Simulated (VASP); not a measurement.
# LiInPt (P-6m2) in VASP: a series of runs

LiInPt is run at these levels: LDA; tasks: single point.

All numbers are computed with VASP 6.6.1; they aren't measurements. Logs are shortened: lines on timing, memory, paths and dates and some standing lists are left out, and cuts for length are marked.

## Step 1: The cell of the first run

It takes space group P-6m2 (No. 187, hexagonal). Conventional cell: a = 4.440 Å, b = 4.440 Å, c = 2.921 Å, α = 90.00°, β = 90.00°, γ = 120.00°. Within 3.4 Å of Li (site symmetry -6m2) lie 3 Pt at 2.56 Å and 2 Li at 2.92 Å and 6 In at 2.95 Å. Within 3.8 Å of In (site symmetry -6m2) lie 2 In at 2.92 Å and 6 Pt at 2.95 Å and 6 Li at 2.95 Å. Pt (site symmetry -6m2) has 3 Li at 2.56 Å and 2 Pt at 2.92 Å and 6 In at 2.95 Å within 3.4 Å.

## Step 2: Single point, LDA

The input, INCAR:

```
  PREC = Accurate
  ENCUT = 750
  EDIFF = 1E-6
  ISMEAR = 0
  SIGMA = 0.05
  LREAL = False
  LASPH = True
  NELM = 120
  ALGO = Normal
  ISIF = 2
  LWAVE = False
  LCHARG = True
  GGA = CA
  LELF = True
  LVHAR = True
  NBANDS = 20
  GGA_COMPAT = False
```

The input, KPOINTS:

```
regular mesh
0
Gamma
  8 8 10
```

The input, POSCAR:

```
LiInPt
1.0
    4.4398300000      0.0000000000      0.0000000000
   -2.2199200000      3.8450100000      0.0000000000
    0.0000000000      0.0000000000      2.9206000000
Li In Pt
1 1 1
Direct
    0.0000000000      0.0000000000      0.0000000000
    0.3333333333      0.6666666667      0.5000000000
    0.6666666667      0.3333333333      0.0000000000
```

Potentials or basis: VASP PAW LDA potentials, release 64 (Li_sv, In_d, Pt).

Launch:

```console
$ cat potpaw_LDA.64/Li_sv/POTCAR potpaw_LDA.64/In_d/POTCAR potpaw_LDA.64/Pt/POTCAR > POTCAR
$ mpirun -np 1 vasp_std > vasp.out
```

OUTCAR:

```text
PREC = Accurate
   ENCUT = 750
   EDIFF = 1E-6
   ISMEAR = 0
   LREAL = False
   LASPH = True
   NELM = 120
   ISIF = 2
   GGA = CA

 ion  position               nearest neighbor table
   1  0.000  0.000  0.000-   3 2.56   3 2.56   3 2.56   2 2.95   2 2.95   2 2.95   2 2.95   2 2.95
                             2 2.95
   2  0.333  0.667  0.500-   3 2.95   3 2.95   1 2.95   1 2.95   1 2.95   1 2.95   3 2.95   3 2.95
                             3 2.95   3 2.95   1 2.95   1 2.95
   3  0.667  0.333  0.000-   1 2.56   1 2.56   1 2.56   2 2.95   2 2.95   2 2.95   2 2.95   2 2.95
                             2 2.95

  LATTYP: Found a hexagonal cell.
 ALAT       =     4.4398300000
 C/A-ratio  =     0.6578179795

  Lattice vectors:

 A1 = (   4.4398300000,   0.0000000000,   0.0000000000)
 A2 = (  -2.2199200000,   3.8450100000,   0.0000000000)
 A3 = (   0.0000000000,   0.0000000000,   2.9206000000)

Analysis of symmetry for initial positions (statically):
=====================================================================
 Subroutine PRICEL returns:
 Original cell was already a primitive cell.

 Routine SETGRP: Setting up the symmetry group for a
 hexagonal supercell.

 Subroutine GETGRP returns: Found 12 space group operations
 (whereof 12 operations were pure point group operations)
 out of a pool of 24 trial point group operations.

The static configuration has the point symmetry D_3h.

Analysis of symmetry for dynamics (positions and initial velocities):
=====================================================================
 Subroutine PRICEL returns:
 Original cell was already a primitive cell.

 Routine SETGRP: Setting up the symmetry group for a
 hexagonal supercell.

 Subroutine GETGRP returns: Found 12 space group operations
 (whereof 12 operations were pure point group operations)
 out of a pool of 24 trial point group operations.

The dynamic configuration has the point symmetry D_3h.

 Subroutine INISYM returns: Found 12 space group operations
 (whereof 12 operations are pure point group operations),
 and found     1 'primitive' translations

----------------------------------------------------------------------------------------

                                     Primitive cell

  volume of cell :      49.8581

  direct lattice vectors                    reciprocal lattice vectors
     4.439830000  0.000000000  0.000000000     0.225233849  0.130038966  0.000000000
    -2.219920000  3.845010000  0.000000000     0.000000000  0.260077347  0.000000000
     0.000000000  0.000000000  2.920600000     0.000000000  0.000000000  0.342395398

  length of vectors
     4.439830000  4.439836338  2.920600000     0.260077718  0.260077347  0.342395398

  position of ions in fractional coordinates (direct lattice)
     0.000000000  0.000000000  0.000000000
     0.333333333  0.666666667  0.500000000
     0.666666667  0.333333333  0.000000000

  ion indices of the primitive-cell ions
   primitive index   ion index
                 1           1
                 2           2
                 3           3

----------------------------------------------------------------------------------------

 KPOINTS: regular mesh

Automatic generation of k-mesh.
 Grid dimensions read from file:
 generate k-points for:    8    8   10

 Generating k-lattice:

  Cartesian coordinates                     Fractional coordinates (reciprocal lattice)
     0.028154231  0.016254871  0.000000000     0.125000000  0.000000000  0.000000000
     0.000000000  0.032509668  0.000000000     0.000000000  0.125000000  0.000000000
     0.000000000  0.000000000  0.034239540     0.000000000  0.000000000  0.100000000

  Length of vectors
     0.032509715  0.032509668  0.034239540

  Shift w.r.t. Gamma in fractional coordinates (k-lattice)
     0.000000000  0.000000000  0.000000000

 Subroutine IBZKPT returns following result:
 ===========================================

 Found     60 irreducible k-points:

 Following reciprocal coordinates:
            Coordinates               Weight
  0.000000  0.000000  0.000000      1.000000
  0.125000  0.000000  0.000000      6.000000
  0.250000  0.000000  0.000000      6.000000
  0.375000 -0.000000  0.000000      6.000000
  0.500000  0.000000  0.000000      3.000000
  0.125000  0.125000  0.000000      6.000000
[... 16 lines left out ...]
  0.250000  0.000000  0.200000     12.000000
  0.375000 -0.000000  0.200000     12.000000
 [... further k-points ...]
   k-points           NKPTS =     60   k-points in BZ     NKDIM =     60   number of bands    NBANDS=     20
   number of dos      NEDOS =    301   number of ions     NIONS =      3
   total plane-waves  NPLWV =  44800
   dimension x,y,z NGX =    40 NGY =   40 NGZ =   28
   dimension x,y,z NGXF=    80 NGYF=   80 NGZF=   56
   ions per type =               1   1   1
   NGX,Y,Z   is equivalent  to a cutoff of  14.98, 14.98, 15.94 a.u.
   NGXF,Y,Z  is equivalent  to a cutoff of  29.96, 29.96, 31.88 a.u.
 SYSTEM =  unknown system
   PREC   = accura    normal or accurate (medium, high low for compatibility)
   ISTART =      0    job   : 0-new  1-cont  2-samecut
   ICHARG =      2    charge: 1-file 2-atom 10-const
   ISPIN  =      1    spin polarized calculation?
   LNONCOLLINEAR =      F non collinear calculations
   LSORBIT =      F    spin-orbit coupling
   LASPH  =      T    aspherical Exc in radial PAW
   ENCUT  =  750.0 eV  55.12 Ry    7.42 a.u.   9.91  9.91  6.52*2*pi/ulx,y,z
   NELM   =    120;   NELMIN=  2; NELMDL= -5     # of ELM steps
   EDIFF  = 0.1E-05   stopping-criterion for ELM
   LREAL  =      F    real-space projection
   EDIFFG = 0.1E-04   stopping-criterion for IOM
   NSW    =      0    number of steps for IOM
   IBRION =     -1    ionic relax: 0-MD 1-quasi-New 2-CG
   NFREE  =      0    steps in history (QN), initial steepest desc. (CG)
   ISIF   =      2    stress and relaxation
   ISYM   =      2    0-nonsym 1-usesym 2-fastsym
   POTIM  = 0.5000    time-step for ionic-motion
   TEBEG  =    0.0;   TEEND  =   0.0 temperature during run
   PSTRESS=    0.0 pullay stress
   NELECT =      26.0000    total number of electrons
   NUPDOWN=      -1.0000    fix difference up-down
   EMIN   =  10.00;   EMAX   =-10.00  energy-range for DOS
   EFERMI =   0.00;   METHOD = LEGACY
   ISMEAR =     0;   SIGMA  =   0.05  broadening in eV -4-tet -1-fermi 0-gaus
   EFERMI_NEDOS =   21; number of points for ismear=-14 and -15
   IALGO  =     38    algorithm
   IMIX   =      4    mixing-type and parameters
     AMIX     =   0.40;   BMIX     =  1.00
     AMIX_MAG =   1.60;   BMIX_MAG =  1.00
  volume/ion in A,a.u.               =      16.62       112.15
  Fermi-wavevector in a.u.,A,eV,Ry     =   1.317712  2.490115 23.624695  1.736366
  Thomas-Fermi vector in A             =   2.447734
   LORBIT       =      0    0 simple, 1 ext, 2 COOP (PROOUT), +10 PAW based schemes
   GGA     = CA    functional components
   LHFCALC =     F    Hartree Fock is set to
   AEXX    =    0.0000 exact exchange contribution
   IVDW    =     0    specifies the selected vdW correction
   LEPSILON=     F    determine dielectric tensor
   LRPA    =     F    only Hartree local field effects (RPA)
 non-spin polarized calculation
 Gauss-broadening in eV      SIGMA  =   0.05
  energy-cutoff  :      750.00
  volume of cell :       49.86
 maximum number of plane-waves:      2350
 NGX is ok and might be reduce to    40
   NGX = 19   NGY = 19   NGZ = 13

 number of electron      25.9999996 magnetization

 Free energy of the ion-electron system (eV)
  ---------------------------------------------------
  ext. energy  EPLUGINS =         0.00000000
  ---------------------------------------------------
  free energy    TOTEN  =       -14.36575628 eV

  energy without entropy =      -14.36482964  energy(sigma->0) =      -14.36529296

 E-fermi :   7.7950     XC(G=0): -11.3450

 val. band max:        7.6705169582   @ k =   0.2500   0.2500   0.2000
 cond. band min:       7.8146149714   @ k =   0.2500   0.1250   0.4000
 fundamental gap:      0.1440980132
 Fermi energy:         7.7950090411

 k-point     1 :       0.0000    0.0000    0.0000
  band No.  band energies     occupation
      1     -37.0821      2.00000
      2      -7.2062      2.00000
      3      -6.7025      2.00000
      4      -6.7025      2.00000
      5      -6.5251      2.00000
      6      -6.5251      2.00000
[... 12 lines left out ...]
     19      15.6027      0.00000
     20      22.2990      0.00000

 k-point     2 :       0.1250    0.0000    0.0000
  band No.  band energies     occupation
      1     -37.0821      2.00000
      2      -7.2043      2.00000
      3      -6.7064      2.00000
      4      -6.6982      2.00000
      5      -6.5257      2.00000
      6      -6.5253      2.00000
[... 12 lines left out ...]
     19      15.8668      0.00000
     20      22.1054      0.00000

 k-point     3 :       0.2500    0.0000    0.0000
  band No.  band energies     occupation
      1     -37.0819      2.00000
      2      -7.1999      2.00000
      3      -6.7155      2.00000
      4      -6.6879      2.00000
      5      -6.5272      2.00000
      6      -6.5259      2.00000
[... 12 lines left out ...]
     19      17.2058      0.00000
     20      21.6481      0.00000

 k-point     4 :       0.3750   -0.0000    0.0000
  band No.  band energies     occupation
      1     -37.0816      2.00000
      2      -7.1955      2.00000
      3      -6.7245      2.00000
      4      -6.6775      2.00000
      5      -6.5287      2.00000
      6      -6.5264      2.00000
[... 12 lines left out ...]
     19      19.5410      0.00000
     20      20.5399      0.00000

 k-point     5 :       0.5000    0.0000    0.0000
  band No.  band energies     occupation
      1     -37.0816      2.00000
      2      -7.1937      2.00000
      3      -6.7281      2.00000
      4      -6.6732      2.00000
      5      -6.5293      2.00000
      6      -6.5266      2.00000
[... 12 lines left out ...]
     19      18.8491      0.00000
     20      19.5290      0.00000

 k-point     6 :       0.1250    0.1250    0.0000
  band No.  band energies     occupation
      1     -37.0819      2.00000
      2      -7.2012      2.00000
      3      -6.7117      2.00000
      4      -6.6921      2.00000
      5      -6.5273      2.00000
      6      -6.5252      2.00000
[... 12 lines left out ...]
     19      16.4424      0.00000
     20      21.7693      0.00000

 k-point     7 :       0.2500    0.1250    0.0000
  band No.  band energies     occupation
      1     -37.0817      2.00000
      2      -7.1967      2.00000
      3      -6.7182      2.00000
      4      -6.6844      2.00000
      5      -6.5297      2.00000
      6      -6.5249      2.00000
[... 12 lines left out ...]
     19      18.7399      0.00000
     20      21.0179      0.00000
[... 277 lines left out ...]
 k-point    20 :       0.3750    0.2500    0.1000
  band No.  band energies     occupation
      1     -37.0804      2.00000
      2      -7.1108      2.00000
      3      -6.7039      2.00000
      4      -6.6850      2.00000
      5      -6.5721      2.00000
      6      -6.5656      2.00000
[... 12 lines left out ...]
     19      19.0145      0.00000
     20      19.4359      0.00000

 k-point    21 :       0.0000    0.0000    0.2000
  band No.  band energies     occupation
      1     -37.0780      2.00000
      2      -6.9142      2.00000
      3      -6.6919      2.00000
      4      -6.6919      2.00000
      5      -6.6674      2.00000
      6      -6.6673      2.00000
[... 12 lines left out ...]
     19      15.3614      0.00000
     20      20.8465      0.00000

 k-point    22 :       0.1250    0.0000    0.2000
  band No.  band energies     occupation
      1     -37.0779      2.00000
      2      -6.9119      2.00000
      3      -6.6924      2.00000
      4      -6.6870      2.00000
      5      -6.6695      2.00000
      6      -6.6671      2.00000
[... 12 lines left out ...]
     19      15.8883      0.00000
     20      19.8902      0.00000

 k-point    23 :       0.2500    0.0000    0.2000
  band No.  band energies     occupation
      1     -37.0777      2.00000
      2      -6.9066      2.00000
      3      -6.6955      2.00000
      4      -6.6757      2.00000
      5      -6.6729      2.00000
      6      -6.6661      2.00000
[... 12 lines left out ...]
     19      16.9867      0.00000
     20      19.5004      0.00000

 k-point    24 :       0.3750   -0.0000    0.2000
  band No.  band energies     occupation
      1     -37.0775      2.00000
      2      -6.9015      2.00000
      3      -6.7010      2.00000
      4      -6.6735      2.00000
      5      -6.6686      2.00000
      6      -6.6609      2.00000
[... 12 lines left out ...]
     19      17.2258      0.00000
     20      19.6226      0.00000

 [... further k-points ...]
[... 5 lines left out ...]
  --------------------------------------------------------------------------------------
  -------------------------------------------------------------------------------------
  Total       -2.3400940     -2.3400994     -3.1057616      0.0000030      0.0000000     -0.0000000
  in kB      -75.1982934    -75.1984667    -99.8028183      0.0000978      0.0000000     -0.0000000
  external PRESSURE =     -83.3998595 kB  Pullay stress =       0.0000000 kB

 VOLUME and BASIS-vectors are now :
 -----------------------------------------------------------------------------
  energy-cutoff  :      750.00
  volume of cell :       49.86
      direct lattice vectors                 reciprocal lattice vectors
     4.439830000  0.000000000  0.000000000     0.225233849  0.130038966  0.000000000
    -2.219920000  3.845010000  0.000000000     0.000000000  0.260077347  0.000000000
     0.000000000  0.000000000  2.920600000     0.000000000  0.000000000  0.342395398

 POSITION                                       TOTAL-FORCE (eV/Angst)
 -----------------------------------------------------------------------------------
      0.00000      0.00000      0.00000        -0.000000     -0.000000      0.000000
     -0.00000      2.56334      1.46030         0.000000     -0.000000      0.000000
      2.21991      1.28167      0.00000         0.000000      0.000000      0.000000
 -----------------------------------------------------------------------------------
    total drift:                                0.000002      0.000001     -0.000000

  FREE ENERGIE OF THE ION-ELECTRON SYSTEM (eV)
  ---------------------------------------------------
  free  energy   TOTEN  =       -14.3657562837 eV

  energy  without entropy=      -14.3648296419  energy(sigma->0) =      -14.36529296
```

Wall time 32 s (1 thread of Intel Xeon 6975P-C (Granite Rapids), shared host); peak memory 0.25 GiB.

What came out:

| Quantity | Value |
| --- | --- |
| Free energy | -14.3658 eV |
| Pressure | -8.3 GPa |
| Band gap on the k mesh | zero (bands 13 and 14 overlap by 4.52 eV) |

Caveat: the cell stands under tension; spin-orbit coupling is left out, which moves the levels of the heavy elements.

## Step 3: Single point, LDA

The input, INCAR:

```
PREC = Accurate
ENCUT = 750
EDIFF = 1E-6
ISMEAR = 0
SIGMA = 0.025
LREAL = False
LASPH = True
NELM = 120
ALGO = Normal
ISIF = 2
LWAVE = False
LCHARG = False
GGA = CA
NBANDS = 20
GGA_COMPAT = False
```

The input, KPOINTS:

```
Automatic mesh
0
Gamma
  8 8 10
```

POSCAR is that of step 2.

Potentials or basis: VASP PAW LDA potentials, release 64 (Li_sv, In_d, Pt).

Launch:

```console
$ cat potpaw_LDA.64/Li_sv/POTCAR potpaw_LDA.64/In_d/POTCAR potpaw_LDA.64/Pt/POTCAR > POTCAR
$ mpirun -np 1 vasp_std > vasp.out
```

It took 30 s on 1 thread of Intel Xeon 6975P-C (Granite Rapids), shared host; peak memory 0.25 GiB.

Results (log left out):

- Free energy: -14.3653 eV
- Pressure: -8.3 GPa
- Band gap on the k mesh: zero (bands 13 and 14 overlap by 4.52 eV)

Stress tensor (GPa, compression positive):
```
-7.52  0.00  0.00
 0.00 -7.52  0.00
 0.00  0.00 -9.98
```

Levels at points of the mesh, in eV from the Fermi level:
| k point | band 9 | band 10 | band 11 | band 12 | band 13 | band 14 | band 15 | band 16 | band 17 | band 18 |
| --- | --- | --- | --- | --- | --- | --- | --- | --- | --- | --- |
| (0.00, 0.00, 0.00) | -4.06 | -4.06 | -1.68 | -1.68 | 2.13 | 2.13 | 2.84 | 4.47 | 4.47 | 6.40 |
| (0.50, 0.00, 0.00) | -3.94 | -2.91 | -2.80 | -1.84 | -1.68 | -1.37 | 3.43 | 10.03 | 10.37 | 10.93 |
| (0.00, 0.00, 0.50) | -3.64 | -3.64 | -2.84 | -2.84 | 0.57 | 5.01 | 5.01 | 6.09 | 6.31 | 6.37 |
| (0.50, 0.00, 0.50) | -4.01 | -2.47 | -2.33 | -1.61 | -0.84 | 1.17 | 2.18 | 4.09 | 4.42 | 5.85 |

Caveat: the cell stands under tension; spin-orbit coupling is left out, which moves the levels of the heavy elements.

The gap in the log of VASP goes by the Fermi energy; the results here count the filled bands.